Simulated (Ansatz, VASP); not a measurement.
## Ni in VASP and in Ansatz

Contents of INCAR:

```
ALGO = Normal
EDIFF = 1E-6
ENCUT = 520
ISIF = 2
ISMEAR = 0
LASPH = T
LCHARG = F
LREAL = F
LWAVE = F
NBANDS = 11
NELM = 80
PREC = Accurate
SIGMA = 0.15
```

KPOINTS

```
k-points
0
Gamma
  24 24 24
```

File POSCAR:

```
Ni
1.0
    0.0000000000      1.6772043451      1.6772043451
    1.6772043451      0.0000000000      1.6772043451
    1.6772043451      1.6772043451      0.0000000000
Ni
1
Direct
    0.0000000000      0.0000000000      0.0000000000
```

Input for Ansatz:

```yaml
crystal:
  lattice:
    - [0.0, 1.6772043451, 1.6772043451]
    - [1.6772043451, 0.0, 1.6772043451]
    - [1.6772043451, 1.6772043451, 0.0]
  atoms:
    - { symbol: Ni, position: [0.0, 0.0, 0.0] }
basis:
  ecutwfc: 520.0
kpoints:
  mp_grid: { grid: [24, 24, 24] }
hamiltonian:
  xc: lda
  pseudopotentials: { kind: paw, azcp: { folder: soft_1 } }
scf:
  occupations: { method: gaussian, width: 0.15 }
  lower_state_search: "off"
output:
  forces: true
  stress: true
  eigenvalues: true
```

Alike in both runs: task single point; functional LDA; k mesh 24 × 24 × 24; occupations gaussian, width 0.15 eV; no spin polarisation.

```csv
,VASP,Ansatz
version,VASP 6.6.1,Ansatz 0.2.0
potentials or method,"VASP PAW LDA potentials, release 64 (Ni), cutoff 520 eV","scalar-relativistic, plane waves, PAW"
valence electrons in the cell,10,18
```

|  | VASP | Ansatz | Ansatz less VASP |
| --- | --- | --- | --- |
| gap on the k mesh at the Fermi level (eV) | none | none | - |
| pressure (GPa) | 16.8 | 17.1 | +0.28 |

Ansatz warns that its potentials were made for another functional, while VASP's fit it. LDA's correlation is that of Perdew and Zunger in VASP and of Perdew and Wang (1992) in Ansatz. A gap of «none» marks a metal or a gap that the smearing closes. VASP's potentials hold 10 valence electrons a cell and Ansatz's 18, so a difference there can come from the potentials and not from the codes.
